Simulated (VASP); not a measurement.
# Bi (P2/m) in VASP: single point with r2SCAN

Aim: the single point of Bi with r2SCAN.

All numbers are computed with VASP 6.6.1; they aren't measurements. Logs are shortened: lines on timing, memory, paths and dates and some standing lists are left out, and cuts for length are marked.

### 1 The cell of the first run

It takes space group P2/m (No. 10, monoclinic). Conventional cell: a = 3.238 Å, b = 3.222 Å, c = 6.444 Å, α = 90.00°, β = 90.72°, γ = 90.00°. Bi (site symmetry m) has 6 Bi at 3.04 to 3.43 Å within 4.0 Å.

### 2 Single point, r2SCAN

The input, POSCAR:

```
Bi
1.0
    3.2383762500      0.0000000000      0.0000000000
    0.0000000000      3.2216433200      0.0000000000
   -0.0804548800      0.0000000000      6.4438887900
Bi
2
Direct
    0.4557527498      0.0000000000      0.2504221104
    0.5450183437      0.0000000000      0.7806150484
```

The input, INCAR.step1:

```
SYSTEM = Bi
PREC = Accurate
ENCUT = 520
ISMEAR = 0
SIGMA = 0.1
LREAL = .False.
LASPH = .True.
NELM = 80
NBANDS = 22
GGA = PE
ALGO = Normal
EDIFF = 1E-4
LWAVE = .True.
LCHARG = .False.
```

The input, INCAR.step2:

```
SYSTEM = Bi
PREC = Accurate
ENCUT = 520
EDIFF = 1E-7
ISMEAR = 0
SIGMA = 0.1
LREAL = .False.
LASPH = .True.
NELM = 80
ALGO = Normal
ISIF = 2
LWAVE = .False.
LCHARG = .True.
METAGGA = R2SCAN
LMIXTAU = .True.
LELF = .True.
LVHAR = .True.
NBANDS = 22
ISTART = 1
```

The input, KPOINTS:

```
regular mesh
0
Gamma
  9 9 5
  0 0 0
```

Potentials or basis: VASP PAW PBE potentials, release 64 (Bi_d).

The run is started by

```
$ cat potpaw_PBE.64/Bi_d/POTCAR > POTCAR
$ cp INCAR.step1 INCAR
$ mpirun -np 1 vasp_std > vasp.out
$ cp INCAR.step2 INCAR
$ mpirun -np 1 vasp_std > vasp.out
```

OUTCAR:

```text
SYSTEM = Bi
   PREC = Accurate
   ENCUT = 520
   EDIFF = 1E-7
   ISMEAR = 0
   LREAL = .False.
   LASPH = .True.
   NELM = 80
   ISIF = 2
   METAGGA = R2SCAN
   ISTART = 1

 ion  position               nearest neighbor table
   1  0.456  0.000  0.250-   2 3.04   2 3.43
   2  0.545  0.000  0.781-   1 3.04   1 3.43

  LATTYP: Found a simple monoclinic cell.
 ALAT       =     3.2383762500
 B/A-ratio  =     0.9948329259
 C/A-ratio  =     1.9900068833
 COS(beta)  =    -0.0124844814

  Lattice vectors:

 A1 = (   3.2383762500,   0.0000000000,   0.0000000000)
 A2 = (   0.0000000000,   3.2216433200,   0.0000000000)
 A3 = (  -0.0804548800,   0.0000000000,   6.4438887900)

Analysis of symmetry for initial positions (statically):
=====================================================================
 Subroutine PRICEL returns:
 Original cell was already a primitive cell.

 Routine SETGRP: Setting up the symmetry group for a
 simple monoclinic supercell.

 Subroutine GETGRP returns: Found  4 space group operations
 (whereof  2 operations were pure point group operations)
 out of a pool of  4 trial point group operations.

The static configuration has the point symmetry C_1h.
 The point group associated with its full space group is C_2h.

Analysis of symmetry for dynamics (positions and initial velocities):
=====================================================================
 Subroutine PRICEL returns:
 Original cell was already a primitive cell.

 Routine SETGRP: Setting up the symmetry group for a
 simple monoclinic supercell.

 Subroutine GETGRP returns: Found  4 space group operations
 (whereof  2 operations were pure point group operations)
 out of a pool of  4 trial point group operations.

The dynamic configuration has the point symmetry C_1h.
 The point group associated with its full space group is C_2h.

 Subroutine INISYM returns: Found  4 space group operations
 (whereof  2 operations are pure point group operations),
 and found     1 'primitive' translations

----------------------------------------------------------------------------------------

                                     Primitive cell

  volume of cell :      67.2284

  direct lattice vectors                    reciprocal lattice vectors
     3.238376250  0.000000000  0.000000000     0.308796731  0.000000000  0.003855468
     0.000000000  3.221643320  0.000000000     0.000000000  0.310400594  0.000000000
    -0.080454880  0.000000000  6.443888790     0.000000000  0.000000000  0.155185794

  length of vectors
     3.238376250  3.221643320  6.444391028     0.308820799  0.310400594  0.155185794

  position of ions in fractional coordinates (direct lattice)
     0.455752750  0.000000000  0.250422110
     0.545018344  0.000000000  0.780615048

  ion indices of the primitive-cell ions
   primitive index   ion index
                 1           1
                 2           2

----------------------------------------------------------------------------------------

 KPOINTS: regular mesh

Automatic generation of k-mesh.
 Grid dimensions read from file:
 generate k-points for:    9    9    5

 Generating k-lattice:

  Cartesian coordinates                     Fractional coordinates (reciprocal lattice)
     0.034310748  0.000000000  0.000428385     0.111111111  0.000000000 -0.000000000
     0.000000000  0.034488955  0.000000000     0.000000000  0.111111111  0.000000000
     0.000000000  0.000000000  0.031037159     0.000000000  0.000000000  0.200000000

  Length of vectors
     0.034313422  0.034488955  0.031037159

  Shift w.r.t. Gamma in fractional coordinates (k-lattice)
     0.000000000  0.000000000  0.000000000

 Subroutine IBZKPT returns following result:
 ===========================================

 Found    115 irreducible k-points:

 Following reciprocal coordinates:
            Coordinates               Weight
  0.000000  0.000000  0.000000      1.000000
  0.111111  0.000000  0.000000      2.000000
  0.222222  0.000000  0.000000      2.000000
  0.333333  0.000000  0.000000      2.000000
  0.444444  0.000000  0.000000      2.000000
  0.000000  0.111111  0.000000      2.000000
[... 16 lines left out ...]
  0.222222  0.444444  0.000000      4.000000
  0.333333  0.444444  0.000000      4.000000
 [... further k-points ...]
   k-points           NKPTS =    115   k-points in BZ     NKDIM =    115   number of bands    NBANDS=     22
   number of dos      NEDOS =    301   number of ions     NIONS =      2
   total plane-waves  NPLWV =  27648
   dimension x,y,z NGX =    24 NGY =   24 NGZ =   48
   dimension x,y,z NGXF=    48 NGYF=   48 NGZF=   96
   ions per type =               2
   NGX,Y,Z   is equivalent  to a cutoff of  12.32, 12.38, 12.38 a.u.
   NGXF,Y,Z  is equivalent  to a cutoff of  24.64, 24.77, 24.77 a.u.
 SYSTEM =  Bi
   PREC   = accura    normal or accurate (medium, high low for compatibility)
   ISTART =      1    job   : 0-new  1-cont  2-samecut
   ICHARG =      0    charge: 1-file 2-atom 10-const
   ISPIN  =      1    spin polarized calculation?
   LNONCOLLINEAR =      F non collinear calculations
   LSORBIT =      F    spin-orbit coupling
   LASPH  =      T    aspherical Exc in radial PAW
   ENCUT  =  520.0 eV  38.22 Ry    6.18 a.u.   6.02  5.99 11.98*2*pi/ulx,y,z
   NELM   =     80;   NELMIN=  2; NELMDL=  0     # of ELM steps
   EDIFF  = 0.1E-06   stopping-criterion for ELM
   LREAL  =      F    real-space projection
   EDIFFG = 0.1E-05   stopping-criterion for IOM
   NSW    =      0    number of steps for IOM
   IBRION =     -1    ionic relax: 0-MD 1-quasi-New 2-CG
   NFREE  =      0    steps in history (QN), initial steepest desc. (CG)
   ISIF   =      2    stress and relaxation
   ISYM   =      2    0-nonsym 1-usesym 2-fastsym
   POTIM  = 0.5000    time-step for ionic-motion
   TEBEG  =    0.0;   TEEND  =   0.0 temperature during run
   PSTRESS=    0.0 pullay stress
   NELECT =      30.0000    total number of electrons
   NUPDOWN=      -1.0000    fix difference up-down
   EMIN   =  10.00;   EMAX   =-10.00  energy-range for DOS
   EFERMI =   0.00;   METHOD = LEGACY
   ISMEAR =     0;   SIGMA  =   0.10  broadening in eV -4-tet -1-fermi 0-gaus
   EFERMI_NEDOS =   21; number of points for ismear=-14 and -15
   IALGO  =     38    algorithm
   IMIX   =      4    mixing-type and parameters
     AMIX     =   0.40;   BMIX     =  1.00
     AMIX_MAG =   1.60;   BMIX_MAG =  1.00
  volume/ion in A,a.u.               =      33.61       226.84
  Fermi-wavevector in a.u.,A,eV,Ry     =   1.251020  2.364085 21.293818  1.565051
  Thomas-Fermi vector in A             =   2.384987
   LORBIT       =      0    0 simple, 1 ext, 2 COOP (PROOUT), +10 PAW based schemes
   METAGGA = R2SCAN    functional components
   LHFCALC =     F    Hartree Fock is set to
   AEXX    =    0.0000 exact exchange contribution
   IVDW    =     0    specifies the selected vdW correction
   LEPSILON=     F    determine dielectric tensor
   LRPA    =     F    only Hartree local field effects (RPA)
 non-spin polarized calculation
 Gauss-broadening in eV      SIGMA  =   0.10
  energy-cutoff  :      520.00
  volume of cell :       67.23
 maximum number of plane-waves:      1839
   NGX = 13   NGY = 11   NGZ = 23

 number of electron      30.0000014 magnetization

 Free energy of the ion-electron system (eV)
  ---------------------------------------------------
  ext. energy  EPLUGINS =         0.00000000
  ---------------------------------------------------
  free energy    TOTEN  =      -116.83081280 eV

  energy without entropy =     -116.82605722  energy(sigma->0) =     -116.82843501

 E-fermi :   6.7697     XC(G=0): -10.4829

 val. band max:        6.7544191017   @ k =  -0.4444   0.3333   0.2000
 cond. band min:       6.7727415124   @ k =  -0.3333   0.4444   0.2000
 fundamental gap:      0.0183224106
 Fermi energy:         6.7696974035

 k-point     1 :       0.0000    0.0000    0.0000
  band No.  band energies     occupation
      1     -16.9689      2.00000
      2     -16.9500      2.00000
      3     -16.9343      2.00000
      4     -16.6774      2.00000
      5     -16.6714      2.00000
      6     -16.6158      2.00000
[... 14 lines left out ...]
     21      15.2337      0.00000
     22      17.3034      0.00000

 k-point     2 :       0.1111    0.0000    0.0000
  band No.  band energies     occupation
      1     -16.9666      2.00000
      2     -16.9152      2.00000
      3     -16.9085      2.00000
      4     -16.6896      2.00000
      5     -16.6703      2.00000
      6     -16.6045      2.00000
[... 14 lines left out ...]
     21      15.5963      0.00000
     22      16.8194      0.00000

 k-point     3 :       0.2222    0.0000    0.0000
  band No.  band energies     occupation
      1     -16.9617      2.00000
      2     -16.8531      2.00000
      3     -16.8261      2.00000
      4     -16.7245      2.00000
      5     -16.6673      2.00000
      6     -16.6104      2.00000
[... 14 lines left out ...]
     21      15.5889      0.00000
     22      18.1644      0.00000

 k-point     4 :       0.3333    0.0000    0.0000
  band No.  band energies     occupation
      1     -16.9564      2.00000
      2     -16.8086      2.00000
      3     -16.7655      2.00000
      4     -16.7265      2.00000
      5     -16.6642      2.00000
      6     -16.6426      2.00000
[... 14 lines left out ...]
     21      16.2455      0.00000
     22      18.7041      0.00000

 k-point     5 :       0.4444    0.0000    0.0000
  band No.  band energies     occupation
      1     -16.9530      2.00000
      2     -16.7972      2.00000
      3     -16.7833      2.00000
      4     -16.6765      2.00000
      5     -16.6638      2.00000
      6     -16.6634      2.00000
[... 417 lines left out ...]
 k-point    22 :       0.1111    0.4444    0.0000
  band No.  band energies     occupation
      1     -16.9189      2.00000
      2     -16.7961      2.00000
      3     -16.7457      2.00000
      4     -16.6834      2.00000
      5     -16.6713      2.00000
      6     -16.6698      2.00000
[... 14 lines left out ...]
     21      17.1804      0.00000
     22      17.8255      0.00000

 k-point    23 :       0.2222    0.4444    0.0000
  band No.  band energies     occupation
      1     -16.8689      2.00000
      2     -16.7916      2.00000
      3     -16.7200      2.00000
      4     -16.7129      2.00000
      5     -16.7060      2.00000
      6     -16.6499      2.00000
[... 14 lines left out ...]
     21      15.6611      0.00000
     22      15.8137      0.00000

 k-point    24 :       0.3333    0.4444    0.0000
  band No.  band energies     occupation
      1     -16.8302      2.00000
      2     -16.7868      2.00000
      3     -16.7613      2.00000
      4     -16.7514      2.00000
      5     -16.7447      2.00000
      6     -16.6467      2.00000
[... 14 lines left out ...]
     21      13.9562      0.00000
     22      14.5059      0.00000

 [... further k-points ...]

------------------------ aborting loop because EDIFF is reached ----------------------------------------

  FORCE on cell =-STRESS in cart. coord.  units (eV):
  Direction    XX          YY          ZZ          XY          YZ          ZX
  --------------------------------------------------------------------------------------
  -------------------------------------------------------------------------------------
  Total        0.6067366      0.5466204      1.2525388      0.0000000      0.0000000      0.0351174
  in kB       14.4596575     13.0269752     29.8503188      0.0000000      0.0000000      0.8369129
  external PRESSURE =      19.1123172 kB  Pullay stress =       0.0000000 kB

 VOLUME and BASIS-vectors are now :
 -----------------------------------------------------------------------------
  energy-cutoff  :      520.00
  volume of cell :       67.23
      direct lattice vectors                 reciprocal lattice vectors
     3.238376250  0.000000000  0.000000000     0.308796731  0.000000000  0.003855468
     0.000000000  3.221643320  0.000000000     0.000000000  0.310400594  0.000000000
    -0.080454880  0.000000000  6.443888790     0.000000000  0.000000000  0.155185794

 POSITION                                       TOTAL-FORCE (eV/Angst)
 -----------------------------------------------------------------------------------
      1.45575      0.00000      1.61369        -0.023195      0.000000      0.383443
      1.70217      0.00000      5.03020         0.023195      0.000000     -0.383443
 -----------------------------------------------------------------------------------
    total drift:                                0.000012      0.000000     -0.000006

  FREE ENERGIE OF THE ION-ELECTRON SYSTEM (eV)
  ---------------------------------------------------
  free  energy   TOTEN  =      -116.8308127962 eV

  energy  without entropy=     -116.8260572199  energy(sigma->0) =     -116.82843501
```

Run time: 5.4 min. Hardware: 1 thread of AMD EPYC 9R14 (Zen 4), shared host; peak memory 0.23 GiB.

Results:

| Item | Value |
| --- | --- |
| Free energy | -116.8308 eV |
| Pressure | 1.9 GPa |
| Largest force | 0.384 eV/Å |
| Band gap on the k mesh | zero (bands 15 and 16 overlap by 5.87 eV) |

Forces in eV/Å, atoms in the order of the input:
```
Bi  -0.023  0.000  0.383
Bi   0.023  0.000 -0.383
```

Caveat: the PAW data sets were made with another functional, which shifts forces and pressure a little; spin-orbit coupling is left out, which moves the levels of the heavy elements.
